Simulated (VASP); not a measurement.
# Ru (P6_3/mmc) in VASP: further runs

Ru is run at these levels: PBE; tasks: single point.

Everything below comes from runs of VASP 6.6.1. Logs are shortened: lines on timing, memory, paths and dates and some standing lists are left out, and cuts for length are marked.

## Step 1: The cell of the first run

The structure is hexagonal, space group P6_3/mmc (No. 194). The conventional cell has a = 2.651 Å, b = 2.651 Å, c = 4.194 Å, α = 90.00°, β = 90.00°, γ = 120.00°. Within 3.4 Å of Ru (site symmetry -6m2) lie 12 Ru at 2.60 to 2.65 Å.

## Step 2: Single point, PBE

File INCAR:

```
PREC = Accurate ; ENCUT = 520
EDIFF = 1E-6 ; ISMEAR = -1
SIGMA = 0.1 ; LREAL = False
LASPH = True ; NELM = 60
ALGO = Normal ; ISIF = 2
LWAVE = False ; LCHARG = False
GGA = PE ; NBANDS = 21
```

File KPOINTS:

```
Automatic mesh
0
Gamma
  14 14 8
```

File POSCAR:

```
Ru
1.0
    2.6505640930      0.0000000000      0.0000000000
   -1.3252820465      2.2954562919      0.0000000000
    0.0000000000      0.0000000000      4.1944897589
Ru
2
Direct
    0.3333333333      0.6666666667      0.2500000000
    0.6666666667      0.3333333333      0.7500000000
```

Potentials or basis: VASP PAW PBE potentials, release 64 (Ru_pv).

Run with:

```sh
cat potpaw_PBE.64/Ru_pv/POTCAR > POTCAR
mpirun -np 1 vasp_std > vasp.out
```

OUTCAR:

```text
PREC = Accurate
   ENCUT = 520
   EDIFF = 1E-6
   ISMEAR = -1
   LREAL = False
   LASPH = True
   NELM = 60
   ISIF = 2
   GGA = PE

 ion  position               nearest neighbor table
   1  0.333  0.667  0.250-   2 2.60   2 2.60   2 2.60   2 2.60   2 2.60   2 2.60
   2  0.667  0.333  0.750-   1 2.60   1 2.60   1 2.60   1 2.60   1 2.60   1 2.60

  LATTYP: Found a hexagonal cell.
 ALAT       =     2.6505640930
 C/A-ratio  =     1.5824894670

  Lattice vectors:

 A1 = (   2.6505640930,   0.0000000000,   0.0000000000)
 A2 = (  -1.3252820465,   2.2954562919,   0.0000000000)
 A3 = (   0.0000000000,   0.0000000000,   4.1944897589)

Analysis of symmetry for initial positions (statically):
=====================================================================
 Subroutine PRICEL returns:
 Original cell was already a primitive cell.

 Routine SETGRP: Setting up the symmetry group for a
 hexagonal supercell.

 Subroutine GETGRP returns: Found 24 space group operations
 (whereof 12 operations were pure point group operations)
 out of a pool of 24 trial point group operations.

The static configuration has the point symmetry D_3d.
 The point group associated with its full space group is D_6h.

Analysis of symmetry for dynamics (positions and initial velocities):
=====================================================================
 Subroutine PRICEL returns:
 Original cell was already a primitive cell.

 Routine SETGRP: Setting up the symmetry group for a
 hexagonal supercell.

 Subroutine GETGRP returns: Found 24 space group operations
 (whereof 12 operations were pure point group operations)
 out of a pool of 24 trial point group operations.

The dynamic configuration has the point symmetry D_3d.
 The point group associated with its full space group is D_6h.

 Subroutine INISYM returns: Found 24 space group operations
 (whereof 12 operations are pure point group operations),
 and found     1 'primitive' translations

----------------------------------------------------------------------------------------

                                     Primitive cell

  volume of cell :      25.5203

  direct lattice vectors                    reciprocal lattice vectors
     2.650564093  0.000000000  0.000000000     0.377278181  0.217821616  0.000000000
    -1.325282046  2.295456292  0.000000000     0.000000000  0.435643233  0.000000000
     0.000000000  0.000000000  4.194489759     0.000000000  0.000000000  0.238408020

  length of vectors
     2.650564093  2.650564485  4.194489759     0.435643297  0.435643233  0.238408020

  position of ions in fractional coordinates (direct lattice)
     0.333333333  0.666666667  0.250000000
     0.666666667  0.333333333  0.750000000

  ion indices of the primitive-cell ions
   primitive index   ion index
                 1           1
                 2           2

----------------------------------------------------------------------------------------

 KPOINTS: Automatic mesh

Automatic generation of k-mesh.
 Grid dimensions read from file:
 generate k-points for:   14   14    8

 Generating k-lattice:

  Cartesian coordinates                     Fractional coordinates (reciprocal lattice)
     0.026948442  0.015558687  0.000000000     0.071428571  0.000000000  0.000000000
     0.000000000  0.031117374  0.000000000     0.000000000  0.071428571  0.000000000
     0.000000000  0.000000000  0.029801003     0.000000000  0.000000000  0.125000000

  Length of vectors
     0.031117378  0.031117374  0.029801003

  Shift w.r.t. Gamma in fractional coordinates (k-lattice)
     0.000000000  0.000000000  0.000000000

 Subroutine IBZKPT returns following result:
 ===========================================

 Found    120 irreducible k-points:

 Following reciprocal coordinates:
            Coordinates               Weight
  0.000000  0.000000  0.000000      1.000000
  0.071429  0.000000  0.000000      6.000000
  0.142857  0.000000  0.000000      6.000000
  0.214286  0.000000  0.000000      6.000000
  0.285714  0.000000  0.000000      6.000000
  0.357143  0.000000  0.000000      6.000000
[... 16 lines left out ...]
  0.285714  0.285714  0.000000      6.000000
  0.357143  0.285714  0.000000      6.000000
 [... further k-points ...]
   k-points           NKPTS =    120   k-points in BZ     NKDIM =    120   number of bands    NBANDS=     21
   number of dos      NEDOS =    301   number of ions     NIONS =      2
   total plane-waves  NPLWV =  12800
   dimension x,y,z NGX =    20 NGY =   20 NGZ =   32
   dimension x,y,z NGXF=    40 NGYF=   40 NGZF=   64
   ions per type =               2
   NGX,Y,Z   is equivalent  to a cutoff of  12.54, 12.54, 12.68 a.u.
   NGXF,Y,Z  is equivalent  to a cutoff of  25.09, 25.09, 25.37 a.u.
 SYSTEM =  unknown system
   PREC   = accura    normal or accurate (medium, high low for compatibility)
   ISTART =      0    job   : 0-new  1-cont  2-samecut
   ICHARG =      2    charge: 1-file 2-atom 10-const
   ISPIN  =      1    spin polarized calculation?
   LNONCOLLINEAR =      F non collinear calculations
   LSORBIT =      F    spin-orbit coupling
   LASPH  =      T    aspherical Exc in radial PAW
   ENCUT  =  520.0 eV  38.22 Ry    6.18 a.u.   4.93  4.93  7.80*2*pi/ulx,y,z
   NELM   =     60;   NELMIN=  2; NELMDL= -5     # of ELM steps
   EDIFF  = 0.1E-05   stopping-criterion for ELM
   LREAL  =      F    real-space projection
   EDIFFG = 0.1E-04   stopping-criterion for IOM
   NSW    =      0    number of steps for IOM
   IBRION =     -1    ionic relax: 0-MD 1-quasi-New 2-CG
   NFREE  =      0    steps in history (QN), initial steepest desc. (CG)
   ISIF   =      2    stress and relaxation
   ISYM   =      2    0-nonsym 1-usesym 2-fastsym
   POTIM  = 0.5000    time-step for ionic-motion
   TEBEG  =    0.0;   TEEND  =   0.0 temperature during run
   PSTRESS=    0.0 pullay stress
   NELECT =      28.0000    total number of electrons
   NUPDOWN=      -1.0000    fix difference up-down
   EMIN   =  10.00;   EMAX   =-10.00  energy-range for DOS
   EFERMI =   0.00;   METHOD = LEGACY
   ISMEAR =    -1;   SIGMA  =   0.10  broadening in eV -4-tet -1-fermi 0-gaus
   EFERMI_NEDOS =   21; number of points for ismear=-14 and -15
   IALGO  =     38    algorithm
   IMIX   =      4    mixing-type and parameters
     AMIX     =   0.40;   BMIX     =  1.00
     AMIX_MAG =   1.60;   BMIX_MAG =  1.00
  volume/ion in A,a.u.               =      12.76        86.11
  Fermi-wavevector in a.u.,A,eV,Ry     =   1.688491  3.190785 38.790223  2.851001
  Thomas-Fermi vector in A             =   2.770788
   LORBIT       =      0    0 simple, 1 ext, 2 COOP (PROOUT), +10 PAW based schemes
   GGA     = PE    functional components
   LHFCALC =     F    Hartree Fock is set to
   AEXX    =    0.0000 exact exchange contribution
   IVDW    =     0    specifies the selected vdW correction
   LEPSILON=     F    determine dielectric tensor
   LRPA    =     F    only Hartree local field effects (RPA)
 non-spin polarized calculation
  energy-cutoff  :      520.00
  volume of cell :       25.52
 maximum number of plane-waves:       703
 NGX is ok and might be reduce to    20
   NGX =  9   NGY =  9   NGZ = 15

 number of electron      27.9999993 magnetization

 Free energy of the ion-electron system (eV)
  ---------------------------------------------------
  ext. energy  EPLUGINS =         0.00000000
  ---------------------------------------------------
  free energy    TOTEN  =       -18.32442320 eV

  energy without entropy =      -18.27085611  energy(sigma->0) =      -18.29763966

 E-fermi :  14.0150     XC(G=0): -14.5089

 val. band max:       14.0015977483   @ k =   0.2857   0.1429   0.0000
 cond. band min:      14.0332339939   @ k =   0.2143   0.0714   0.0000
 fundamental gap:      0.0316362457
 Fermi energy:        14.0149879291

 k-point     1 :       0.0000    0.0000    0.0000
  band No.  band energies     occupation
      1     -29.9011      2.00000
      2     -28.7562      2.00000
      3     -28.7562      2.00000
      4     -28.5505      2.00000
      5     -28.5505      2.00000
      6     -28.5016      2.00000
[... 13 lines left out ...]
     20      24.3537      0.00000
     21      25.1186      0.00000

 k-point     2 :       0.0714    0.0000    0.0000
  band No.  band energies     occupation
      1     -29.8799      2.00000
      2     -28.8021      2.00000
      3     -28.7717      2.00000
      4     -28.5983      2.00000
      5     -28.5565      2.00000
      6     -28.5114      2.00000
[... 13 lines left out ...]
     20      24.3537      0.00000
     21      25.0884      0.00000

 k-point     3 :       0.1429    0.0000    0.0000
  band No.  band energies     occupation
      1     -29.8181      2.00000
      2     -28.9307      2.00000
      3     -28.8138      2.00000
      4     -28.7301      2.00000
      5     -28.5745      2.00000
      6     -28.5409      2.00000
[... 13 lines left out ...]
     20      24.3537      0.00000
     21      24.9813      0.00000

 k-point     4 :       0.2143    0.0000    0.0000
  band No.  band energies     occupation
      1     -29.7222      2.00000
      2     -29.1163      2.00000
      3     -28.9147      2.00000
      4     -28.8724      2.00000
      5     -28.6025      2.00000
      6     -28.5902      2.00000
[... 13 lines left out ...]
     20      24.3536      0.00000
     21      24.7965      0.00000

 k-point     5 :       0.2857    0.0000    0.0000
  band No.  band energies     occupation
      1     -29.6021      2.00000
      2     -29.3217      2.00000
      3     -29.1123      2.00000
      4     -28.9349      2.00000
      5     -28.6582      2.00000
      6     -28.6352      2.00000
[... 13 lines left out ...]
     20      24.3535      0.00000
     21      24.5864      0.00000

 k-point     6 :       0.3571    0.0000    0.0000
  band No.  band energies     occupation
      1     -29.5059      2.00000
      2     -29.4733      2.00000
      3     -29.2843      2.00000
      4     -28.9896      2.00000
      5     -28.7398      2.00000
      6     -28.6657      2.00000
[... 13 lines left out ...]
     20      24.3560      0.00000
     21      24.6370      0.00000

 k-point     7 :       0.4286    0.0000    0.0000
  band No.  band energies     occupation
      1     -29.6326      2.00000
      2     -29.4006      2.00000
      3     -29.3607      2.00000
      4     -29.0267      2.00000
      5     -28.8196      2.00000
      6     -28.6873      2.00000
[... 13 lines left out ...]
     20      24.3532      0.00000
     21      25.4442      0.00000
[... 291 lines left out ...]
      1     -29.4363      2.00000
      2     -29.3967      2.00000
      3     -29.3508      2.00000
      4     -29.0130      2.00000
      5     -28.8117      2.00000
      6     -28.7644      2.00000
[... 13 lines left out ...]
     20      24.9616      0.00000
     21      25.4305      0.00000

 k-point    21 :       0.2857    0.2143    0.0000
  band No.  band energies     occupation
      1     -29.5040      2.00000
      2     -29.3718      2.00000
      3     -29.3158      2.00000
      4     -29.1144      2.00000
      5     -28.8846      2.00000
      6     -28.8527      2.00000
[... 13 lines left out ...]
     20      24.3536      0.00000
     21      25.0647      0.00000

 k-point    22 :       0.3571    0.2143    0.0000
  band No.  band energies     occupation
      1     -29.5642      2.00000
      2     -29.3505      2.00000
      3     -29.2193      2.00000
      4     -29.2044      2.00000
      5     -28.9311      2.00000
      6     -28.9229      2.00000
[... 13 lines left out ...]
     20      24.3537      0.00000
     21      24.3639      0.00000

 k-point    23 :       0.2857    0.2857    0.0000
  band No.  band energies     occupation
      1     -29.5164      2.00000
      2     -29.3593      2.00000
      3     -29.2052      2.00000
      4     -29.2021      2.00000
      5     -28.9896      2.00000
      6     -28.9457      2.00000
[... 13 lines left out ...]
     20      24.3539      0.00000
     21      24.3547      0.00000

 k-point    24 :       0.3571    0.2857    0.0000
  band No.  band energies     occupation
      1     -29.5201      2.00000
      2     -29.2962      2.00000
      3     -29.2907      2.00000
      4     -29.1267      2.00000
      5     -29.0335      2.00000
      6     -29.0136      2.00000
[... 13 lines left out ...]
     20      24.3540      0.00000
     21      24.3543      0.00000

 [... further k-points ...]

------------------------ aborting loop because EDIFF is reached ----------------------------------------

  FORCE on cell =-STRESS in cart. coord.  units (eV):
  Direction    XX          YY          ZZ          XY          YZ          ZX
  --------------------------------------------------------------------------------------
  -------------------------------------------------------------------------------------
  Total        4.5768158      4.5768176      4.5760887     -0.0000000     -0.0000000     -0.0000000
  in kB      287.3343444    287.3344578    287.2886962     -0.0000000     -0.0000000     -0.0000000
  external PRESSURE =     287.3191661 kB  Pullay stress =       0.0000000 kB

 VOLUME and BASIS-vectors are now :
 -----------------------------------------------------------------------------
  energy-cutoff  :      520.00
  volume of cell :       25.52
      direct lattice vectors                 reciprocal lattice vectors
     2.650564093  0.000000000  0.000000000     0.377278181  0.217821616  0.000000000
    -1.325282046  2.295456292  0.000000000     0.000000000  0.435643233  0.000000000
     0.000000000  0.000000000  4.194489759     0.000000000  0.000000000  0.238408020

 POSITION                                       TOTAL-FORCE (eV/Angst)
 -----------------------------------------------------------------------------------
     -0.00000      1.53030      1.04862        -0.000000      0.000000      0.000000
      1.32528      0.76515      3.14587         0.000000      0.000000      0.000000
 -----------------------------------------------------------------------------------
    total drift:                               -0.000000      0.000000     -0.000000

  FREE ENERGIE OF THE ION-ELECTRON SYSTEM (eV)
  ---------------------------------------------------
  free  energy   TOTEN  =       -18.3244232032 eV

  energy  without entropy=      -18.2708561112  energy(sigma->0) =      -18.29763966
```

It took 19 s on 1 thread of Intel Xeon 6975P-C (Granite Rapids), shared host; peak memory 0.17 GiB.

Results:

```
Free energy            : -18.3244 eV
Pressure               : 28.7 GPa
Band gap on the k mesh : zero (band 14 reaches 15.81 eV, above the bottom of band 15 at 12.35 eV)
```

## Step 3: Single point, PBE

This run uses another cell than the first one, of 13.17 Å³/atom, 1.032 times its volume.

File INCAR:

```
PREC = Accurate
ENCUT = 520
EDIFF = 1E-6
ISMEAR = -1
SIGMA = 0.1
LREAL = F
LASPH = T
NELM = 60
ALGO = Normal
ISIF = 2
LWAVE = F
LCHARG = F
GGA = PE
NBANDS = 21
```

KPOINTS is that of step 2.

File POSCAR:

```
Ru
1.0
    2.6784668181      0.0000000000      0.0000000000
   -1.3392334091      2.3196207654      0.0000000000
    0.0000000000      0.0000000000      4.2386455276
Ru
2
Direct
    0.3333333333      0.6666666667      0.2500000000
    0.6666666667      0.3333333333      0.7500000000
```

Potentials or basis: VASP PAW PBE potentials, release 64 (Ru_pv).

Run with:

```sh
cat potpaw_PBE.64/Ru_pv/POTCAR > POTCAR
mpirun -np 1 vasp_std > vasp.out
```

It took 21 s on 1 thread of Intel Xeon 6975P-C (Granite Rapids), shared host; peak memory 0.17 GiB.

It converged, with:

- Free energy: -18.4369 eV
- Pressure: 15.7 GPa
- Band gap on the k mesh: zero (band 14 reaches 15.11 eV, above the bottom of band 15 at 11.83 eV)

Stress tensor (GPa, compression positive):
```
15.88  0.00  0.00
 0.00 15.88  0.00
 0.00  0.00 15.22
```

Levels at points of the mesh, in eV from the Fermi level:
```csv
k point,band 12,band 13,band 14,band 15,band 16,band 17
"(0.00, 0.00, 0.00)",-2.01,-2.01,-1.46,-1.46,1.23,1.23
"(0.50, 0.00, 0.00)",-1.85,-1.59,1.50,1.94,2.01,4.23
"(0.00, 0.00, 0.50)",-2.90,-2.82,-2.82,0.57,0.57,0.57
"(0.50, 0.00, 0.50)",-1.12,0.46,0.46,1.76,1.76,3.51
```
